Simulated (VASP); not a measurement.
# Be2B3 (P-6m2) in VASP: a series of runs

Runs on Be2B3. Level: PBE. Tasks: single point, relaxation of cell and atoms.

Program: VASP 6.6.1. These are calculated values, not measurements. Logs are shortened: lines on timing, memory, paths and dates and some standing lists are left out, and cuts for length are marked.

### 1 The cell of the first run

The structure is hexagonal, space group P-6m2 (No. 187). The conventional cell has a = 3.311 Å, b = 3.311 Å, c = 3.739 Å, α = 90.00°, β = 90.00°, γ = 120.00°. Within 2.5 Å of Be (site symmetry -6m2) lie 8 B at 1.87 to 2.10 Å. Within 2.5 Å of Be (site symmetry -6m2) lie 9 B at 1.91 to 2.15 Å. Within 2.3 Å of B (site symmetry 3m) lie 5 B at 1.75 to 2.15 Å and 6 Be at 2.10 to 2.15 Å. B (site symmetry -6m2) has 5 Be at 1.87 to 1.91 Å and 6 B at 2.15 Å within 2.5 Å.

### 2 Single point, PBE

File INCAR:

```
ALGO = Normal ; EDIFF = 1E-7
ENCUT = 520 ; GGA = PE
ISIF = 2 ; ISMEAR = 0
LASPH = True ; LCHARG = True
LELF = True ; LREAL = False
LVHAR = True ; LWAVE = False
NBANDS = 14 ; NELM = 80
PREC = Accurate ; SIGMA = 0.1
```

File KPOINTS:

```
k-points
0
Gamma
  6 6 6
```

File POSCAR:

```
Be2B3
1.0
    3.3108187090      0.0000000000      0.0000000000
   -1.6554093545      2.8672531094      0.0000000000
    0.0000000000      0.0000000000      3.7390043326
Be B
2 3
Direct
    0.6666666667      0.3333333333      0.5000000000
    0.3333333333      0.6666666667      0.0000000000
    0.0000000000      0.0000000000      0.7344940982
    0.0000000000      0.0000000000      0.2655059018
    0.6666666667      0.3333333333      0.0000000000
```

Potentials or basis: VASP PAW PBE potentials, release 64 (Be, B).

The run is started by

```console
$ cat potpaw_PBE.64/Be/POTCAR potpaw_PBE.64/B/POTCAR > POTCAR
$ mpirun -np 1 vasp_std > vasp.out
```

OUTCAR:

```text
EDIFF = 1E-7
   ENCUT = 520
   GGA = PE
   ISIF = 2
   ISMEAR = 0
   LASPH = True
   LREAL = False
   NELM = 80
   PREC = Accurate

 ion  position               nearest neighbor table
   1  0.667  0.333  0.500-   5 1.87   5 1.87   3 2.10   4 2.10   3 2.10   4 2.10   3 2.10   4 2.10

   2  0.333  0.667  0.000-   5 1.91   5 1.91   5 1.91   3 2.15   4 2.15   4 2.15   3 2.15   4 2.15
                             3 2.15
   3  0.000  0.000  0.734-   4 1.75   4 1.99   1 2.10   1 2.10   1 2.10   5 2.15   2 2.15   5 2.15
                             2 2.15   5 2.15   2 2.15
   4  0.000  0.000  0.266-   3 1.75   3 1.99   1 2.10   1 2.10   1 2.10   2 2.15   5 2.15   5 2.15
                             2 2.15   5 2.15   2 2.15
   5  0.667  0.333  0.000-   1 1.87   1 1.87   2 1.91   2 1.91   2 1.91   3 2.15   4 2.15   3 2.15
                             4 2.15   3 2.15   4 2.15

  LATTYP: Found a hexagonal cell.
 ALAT       =     3.3108187090
 C/A-ratio  =     1.1293292268

  Lattice vectors:

 A1 = (   3.3108187090,   0.0000000000,   0.0000000000)
 A2 = (  -1.6554093545,   2.8672531094,   0.0000000000)
 A3 = (   0.0000000000,   0.0000000000,   3.7390043326)

Analysis of symmetry for initial positions (statically):
=====================================================================
 Subroutine PRICEL returns:
 Original cell was already a primitive cell.

 Routine SETGRP: Setting up the symmetry group for a
 hexagonal supercell.

 Subroutine GETGRP returns: Found 12 space group operations
 (whereof 12 operations were pure point group operations)
 out of a pool of 24 trial point group operations.

The static configuration has the point symmetry D_3h.

Analysis of symmetry for dynamics (positions and initial velocities):
=====================================================================
 Subroutine PRICEL returns:
 Original cell was already a primitive cell.

 Routine SETGRP: Setting up the symmetry group for a
 hexagonal supercell.

 Subroutine GETGRP returns: Found 12 space group operations
 (whereof 12 operations were pure point group operations)
 out of a pool of 24 trial point group operations.

The dynamic configuration has the point symmetry D_3h.

 Subroutine INISYM returns: Found 12 space group operations
 (whereof 12 operations are pure point group operations),
 and found     1 'primitive' translations

----------------------------------------------------------------------------------------

                                     Primitive cell

  volume of cell :      35.4942

  direct lattice vectors                    reciprocal lattice vectors
     3.310818709  0.000000000  0.000000000     0.302040096  0.174382931  0.000000000
    -1.655409354  2.867253109  0.000000000     0.000000000  0.348765861  0.000000000
     0.000000000  0.000000000  3.739004333     0.000000000  0.000000000  0.267450880

  length of vectors
     3.310818709  3.310818709  3.739004333     0.348765861  0.348765861  0.267450880

  position of ions in fractional coordinates (direct lattice)
     0.666666667  0.333333333  0.500000000
     0.333333333  0.666666667  0.000000000
     0.000000000  0.000000000  0.734494098
     0.000000000  0.000000000  0.265505902
     0.666666667  0.333333333  0.000000000

  ion indices of the primitive-cell ions
   primitive index   ion index
                 1           1
                 2           2
                 3           3
                 4           4
                 5           5

----------------------------------------------------------------------------------------

 KPOINTS: k-points

Automatic generation of k-mesh.
 Grid dimensions read from file:
 generate k-points for:    6    6    6

 Generating k-lattice:

  Cartesian coordinates                     Fractional coordinates (reciprocal lattice)
     0.050340016  0.029063822  0.000000000     0.166666667  0.000000000  0.000000000
     0.000000000  0.058127644  0.000000000     0.000000000  0.166666667  0.000000000
     0.000000000  0.000000000  0.044575147     0.000000000  0.000000000  0.166666667

  Length of vectors
     0.058127644  0.058127644  0.044575147

  Shift w.r.t. Gamma in fractional coordinates (k-lattice)
     0.000000000  0.000000000  0.000000000

 Subroutine IBZKPT returns following result:
 ===========================================

 Found     28 irreducible k-points:

 Following reciprocal coordinates:
            Coordinates               Weight
  0.000000  0.000000  0.000000      1.000000
  0.166667 -0.000000  0.000000      6.000000
  0.333333  0.000000  0.000000      6.000000
  0.500000 -0.000000  0.000000      3.000000
  0.166667  0.166667  0.000000      6.000000
  0.333333  0.166667  0.000000     12.000000
[... 16 lines left out ...]
  0.166667 -0.000000  0.500000      6.000000
  0.333333  0.000000  0.500000      6.000000
 [... further k-points ...]
   k-points           NKPTS =     28   k-points in BZ     NKDIM =     28   number of bands    NBANDS=     14
   number of dos      NEDOS =    301   number of ions     NIONS =      5
   total plane-waves  NPLWV =  21952
   dimension x,y,z NGX =    28 NGY =   28 NGZ =   28
   dimension x,y,z NGXF=    56 NGYF=   56 NGZF=   56
   ions per type =               2   3
   NGX,Y,Z   is equivalent  to a cutoff of  14.06, 14.06, 12.45 a.u.
   NGXF,Y,Z  is equivalent  to a cutoff of  28.12, 28.12, 24.90 a.u.
 SYSTEM =  unknown system
   PREC   = accura    normal or accurate (medium, high low for compatibility)
   ISTART =      0    job   : 0-new  1-cont  2-samecut
   ICHARG =      2    charge: 1-file 2-atom 10-const
   ISPIN  =      1    spin polarized calculation?
   LNONCOLLINEAR =      F non collinear calculations
   LSORBIT =      F    spin-orbit coupling
   LASPH  =      T    aspherical Exc in radial PAW
   ENCUT  =  520.0 eV  38.22 Ry    6.18 a.u.   6.16  6.16  6.95*2*pi/ulx,y,z
   NELM   =     80;   NELMIN=  2; NELMDL= -5     # of ELM steps
   EDIFF  = 0.1E-06   stopping-criterion for ELM
   LREAL  =      F    real-space projection
   EDIFFG = 0.1E-05   stopping-criterion for IOM
   NSW    =      0    number of steps for IOM
   IBRION =     -1    ionic relax: 0-MD 1-quasi-New 2-CG
   NFREE  =      0    steps in history (QN), initial steepest desc. (CG)
   ISIF   =      2    stress and relaxation
   ISYM   =      2    0-nonsym 1-usesym 2-fastsym
   POTIM  = 0.5000    time-step for ionic-motion
   TEBEG  =    0.0;   TEEND  =   0.0 temperature during run
   PSTRESS=    0.0 pullay stress
   NELECT =      13.0000    total number of electrons
   NUPDOWN=      -1.0000    fix difference up-down
   EMIN   =  10.00;   EMAX   =-10.00  energy-range for DOS
   EFERMI =   0.00;   METHOD = LEGACY
   ISMEAR =     0;   SIGMA  =   0.10  broadening in eV -4-tet -1-fermi 0-gaus
   EFERMI_NEDOS =   21; number of points for ismear=-14 and -15
   IALGO  =     38    algorithm
   IMIX   =      4    mixing-type and parameters
     AMIX     =   0.40;   BMIX     =  1.00
     AMIX_MAG =   1.60;   BMIX_MAG =  1.00
  volume/ion in A,a.u.               =       7.10        47.91
  Fermi-wavevector in a.u.,A,eV,Ry     =   1.171305  2.213446 18.666599  1.371956
  Thomas-Fermi vector in A             =   2.307751
   LORBIT       =      0    0 simple, 1 ext, 2 COOP (PROOUT), +10 PAW based schemes
   GGA     = PE    functional components
   LHFCALC =     F    Hartree Fock is set to
   AEXX    =    0.0000 exact exchange contribution
   IVDW    =     0    specifies the selected vdW correction
   LEPSILON=     F    determine dielectric tensor
   LRPA    =     F    only Hartree local field effects (RPA)
 non-spin polarized calculation
 Gauss-broadening in eV      SIGMA  =   0.10
  energy-cutoff  :      520.00
  volume of cell :       35.49
 maximum number of plane-waves:       974
 NGX is ok and might be reduce to    28
   NGX = 13   NGY = 13   NGZ = 13

 number of electron      13.0000000 magnetization

 Free energy of the ion-electron system (eV)
  ---------------------------------------------------
  ext. energy  EPLUGINS =         0.00000000
  ---------------------------------------------------
  free energy    TOTEN  =       -23.70526791 eV

  energy without entropy =      -23.69658504  energy(sigma->0) =      -23.70092647

 E-fermi :   8.4799     XC(G=0): -11.5759

 val. band max:        8.4760733692   @ k =   0.1667   0.1667   0.1667
 cond. band min:       8.4842083373   @ k =   0.0000   0.0000   0.5000
 fundamental gap:      0.0081349681
 Fermi energy:         8.4798607469

 k-point     1 :       0.0000    0.0000    0.0000
  band No.  band energies     occupation
      1      -7.5032      2.00000
      2       0.4953      2.00000
      3       0.7239      2.00000
      4       4.3173      2.00000
      5       4.3173      2.00000
      6       6.9518      2.00000
      7       6.9518      2.00000
      8       9.1948      0.00000
      9      12.6993      0.00000
     10      12.6993      0.00000
     11      13.6161      0.00000
     12      14.8726      0.00000
     13      15.0317      0.00000
     14      15.0317      0.00000

 k-point     2 :       0.1667   -0.0000    0.0000
  band No.  band energies     occupation
      1      -7.1328      2.00000
      2       0.8543      2.00000
      3       0.8593      2.00000
      4       1.9803      2.00000
      5       3.0249      2.00000
      6       7.3660      2.00000
      7       8.9144      0.00000
      8      10.6924      0.00000
      9      10.8654      0.00000
     10      12.2646      0.00000
     11      13.5807      0.00000
     12      13.5925      0.00000
     13      14.3890      0.00000
     14      15.5662      0.00000
[... 343 lines left out ...]
      1      -5.8854      2.00000
      2      -4.0622      2.00000
      3       3.2052      2.00000
      4       4.5370      2.00000
      5       4.7241      2.00000
      6       6.7337      2.00000
      7       8.0670      2.00000
      8       8.7924      0.00001
      9      10.3362      0.00000
     10      11.4261      0.00000
     11      11.9635      0.00000
     12      14.9388      0.00000
     13      14.9526      0.00000
     14      16.3863      0.00000

 k-point    24 :       0.3333    0.0000    0.5000
  band No.  band energies     occupation
      1      -4.8395      2.00000
      2      -2.9803      2.00000
      3       0.0503      2.00000
      4       1.9340      2.00000
      5       3.1954      2.00000
      6       5.7699      2.00000
      7       8.0168      2.00000
      8       8.5659      0.22355
      9      13.0303      0.00000
     10      13.9123      0.00000
     11      14.7962      0.00000
     12      15.7803      0.00000
     13      16.9957      0.00000
     14      17.9366      0.00000

 [... further k-points ...]
[... 5 lines left out ...]
  --------------------------------------------------------------------------------------
  -------------------------------------------------------------------------------------
  Total       -0.0075138     -0.0075138      0.0588670      0.0000000      0.0000000      0.0000000
  in kB       -0.3391685     -0.3391685      2.6572073      0.0000000      0.0000000      0.0000000
  external PRESSURE =       0.6596234 kB  Pullay stress =       0.0000000 kB

 VOLUME and BASIS-vectors are now :
 -----------------------------------------------------------------------------
  energy-cutoff  :      520.00
  volume of cell :       35.49
      direct lattice vectors                 reciprocal lattice vectors
     3.310818709  0.000000000  0.000000000     0.302040096  0.174382931  0.000000000
    -1.655409354  2.867253109  0.000000000     0.000000000  0.348765861  0.000000000
     0.000000000  0.000000000  3.739004333     0.000000000  0.000000000  0.267450880

 POSITION                                       TOTAL-FORCE (eV/Angst)
 -----------------------------------------------------------------------------------
      1.65541      0.95575      1.86950         0.000000      0.000000      0.000000
     -0.00000      1.91150      0.00000        -0.000000      0.000000      0.000000
      0.00000      0.00000      2.74628        -0.000000     -0.000000     -0.002505
      0.00000      0.00000      0.99273         0.000000      0.000000      0.002505
      1.65541      0.95575      0.00000        -0.000000     -0.000000      0.000000
 -----------------------------------------------------------------------------------
    total drift:                               -0.000000      0.000000      0.000000

  FREE ENERGIE OF THE ION-ELECTRON SYSTEM (eV)
  ---------------------------------------------------
  free  energy   TOTEN  =       -23.7052679103 eV

  energy  without entropy=      -23.6965850369  energy(sigma->0) =      -23.70092647
```

It took 27 s on 1 thread of Intel Xeon 8259CL, shared host; peak memory 0.15 GiB.

What came out:

```
Free energy : -23.7053 eV
Pressure    : 0.1 GPa
```

Forces in eV/Å, atoms in the order of the input:
```
Be   0.000  0.000  0.000
Be   0.000  0.000  0.000
B    0.000  0.000 -0.003
B    0.000  0.000  0.003
B    0.000  0.000  0.000
```

Caveat: the k points lie up to 0.37 Å⁻¹ apart.

### 3 Relaxation of cell and atoms, PBE

This run uses another cell than the first one, of 7.08 Å³/atom, 0.998 times its volume.

File INCAR:

```
SYSTEM = Be2B3
PREC = Accurate ; ENCUT = 600
EDIFF = 1E-6 ; ISMEAR = 0
SIGMA = 0.1 ; LREAL = .FALSE.
LASPH = .TRUE. ; NELM = 100
ALGO = Normal ; ISIF = 3
LWAVE = .FALSE. ; LCHARG = .FALSE.
GGA = PE ; IBRION = 2
NSW = 90 ; EDIFFG = -0.04
```

File KPOINTS:

```
regular mesh
0
G
  6 6 6
  0 0 0
```

File POSCAR:

```
Be2B3
1.0
    3.3087771370      0.0000000000      0.0000000000
   -1.6543885685      2.8654850561      0.0000000000
    0.0000000000      0.0000000000      3.7352566752
Be B
2 3
Direct
    0.6666666667      0.3333333333      0.5000000000
    0.3333333333      0.6666666667      0.0000000000
    0.0000000000      0.0000000000      0.7358501943
    0.0000000000      0.0000000000      0.2641498057
    0.6666666667      0.3333333333      0.0000000000
```

Potentials or basis: VASP PAW PBE potentials, release 64 (Be, B).

The run is started by

```console
$ cat potpaw_PBE.64/Be/POTCAR potpaw_PBE.64/B/POTCAR > POTCAR
$ mpirun -np 1 vasp_std > vasp.out
```

OUTCAR:

```text
SYSTEM = Be2B3
   PREC = Accurate
   ENCUT = 600
   EDIFF = 1E-6
   ISMEAR = 0
   LREAL = .FALSE.
   LASPH = .TRUE.
   NELM = 100
   ISIF = 3
   GGA = PE
   IBRION = 2
   NSW = 90
   EDIFFG = -0.04

 ion  position               nearest neighbor table
   1  0.667  0.333  0.500-   5 1.87   5 1.87   3 2.10   4 2.10   3 2.10   4 2.10   3 2.10   4 2.10

   2  0.333  0.667  0.000-   5 1.91   5 1.91   5 1.91   3 2.15   4 2.15   4 2.15   3 2.15   4 2.15
[... 575 lines left out ...]
  -------------------------------------------------------------------------------------
  Total       -0.0087107     -0.0087107      0.0775175      0.0000000      0.0000000      0.0000000
  in kB       -0.3932921     -0.3932921      3.4999342      0.0000000      0.0000000      0.0000000
  external PRESSURE =       0.9044500 kB  Pullay stress =       0.0000000 kB

 VOLUME and BASIS-vectors are now :
 -----------------------------------------------------------------------------
  energy-cutoff  :      600.00
  volume of cell :       35.49
      direct lattice vectors                 reciprocal lattice vectors
     3.311524616  0.000000000  0.000000000     0.301975711  0.174345758  0.000000000
    -1.655762308  2.867864442  0.000000000     0.000000000  0.348691516  0.000000000
     0.000000000  0.000000000  3.736488309     0.000000000 -0.000000000  0.267630973

 POSITION                                       TOTAL-FORCE (eV/Angst)
 -----------------------------------------------------------------------------------
      1.65576      0.95595      1.86824        -0.000000      0.000000     -0.000000
     -0.00000      1.91191      0.00000        -0.000000     -0.000000     -0.000000
      1.65576      2.86786      2.74524        -0.000000      0.000000     -0.005922
      1.65576      2.86786      0.99125        -0.000000      0.000000      0.005922
      1.65576      0.95595      0.00000         0.000000     -0.000000      0.000000
 -----------------------------------------------------------------------------------
    total drift:                               -0.000000      0.000000      0.000000

  FREE ENERGIE OF THE ION-ELECTRON SYSTEM (eV)
  ---------------------------------------------------
  free  energy   TOTEN  =       -23.7076535455 eV

  energy  without entropy=      -23.6989877720  energy(sigma->0) =      -23.70332066

 reached required accuracy - stopping structural energy minimisation
```

CONTCAR:

```text
Be2B3
   1.00000000000000
     3.3115246156297276    0.0000000000000000    0.0000000000000000
    -1.6557623078148638    2.8678644423896911    0.0000000000000000
     0.0000000000000000    0.0000000000000000    3.7364883089114747
  Be              B
     2     3
Direct
     0.6666666667000030    0.3333333332999970    0.5000000000000000
     0.3333333332999970    0.6666666667000030    0.0000000000000000
     1.0000000000000000    1.0000000000000000    0.7347110648389333
     1.0000000000000000    1.0000000000000000    0.2652889351610667
     0.6666666667000030    0.3333333332999970    0.0000000000000000

  0.00000000E+00  0.00000000E+00  0.00000000E+00
  0.00000000E+00  0.00000000E+00  0.00000000E+00
  0.00000000E+00  0.00000000E+00  0.00000000E+00
  0.00000000E+00  0.00000000E+00  0.00000000E+00
  0.00000000E+00  0.00000000E+00  0.00000000E+00
```

Run time: 27 s. Hardware: 1 thread of Intel Xeon 8259CL, shared host; peak memory 0.16 GiB.

What came out:

| Quantity | Value |
| --- | --- |
| Free energy | -23.7077 eV |
| Relaxed volume | 7.10 Å³/atom |
| Relaxed cell | a = 3.312 Å, b = 3.312 Å, c = 3.736 Å, α = 90.00°, β = 90.00°, γ = 120.00° |
| Space group after relaxing (to 0.05 Å) | P-6m2 (No. 187) |
| Energy gained by relaxing | 0.1 meV/atom |
| Ionic steps | 2 |
| Pressure after relaxing | 0.1 GPa |
| Largest force after relaxing | 0.006 eV/Å |

Forces on the atoms (eV/Å):
```
Be   0.000  0.000  0.000
Be   0.000  0.000  0.000
B    0.000  0.000 -0.006
B    0.000  0.000  0.006
B    0.000  0.000  0.000
```

Step by step:
```tsv
step	energy change (eV)	largest force (eV/Å)	pressure (GPa)	volume (Å³)
1	0.0000	0.0882	0.31	35.41
2	-0.0005	0.0059	0.09	35.49
```

Final structure:
```
CELL_PARAMETERS angstrom
3.31152 0.00000 0.00000
-1.65576 2.86786 0.00000
0.00000 0.00000 3.73649
ATOMIC_POSITIONS crystal
Be 0.66667 0.33333 0.50000
Be 0.33333 0.66667 0.00000
B 0.00000 0.00000 0.73471
B 0.00000 0.00000 0.26529
B 0.66667 0.33333 0.00000
```

Caveat: the k points lie up to 0.37 Å⁻¹ apart in the final cell; the bands computed are all filled at some k points, so no gap is given.
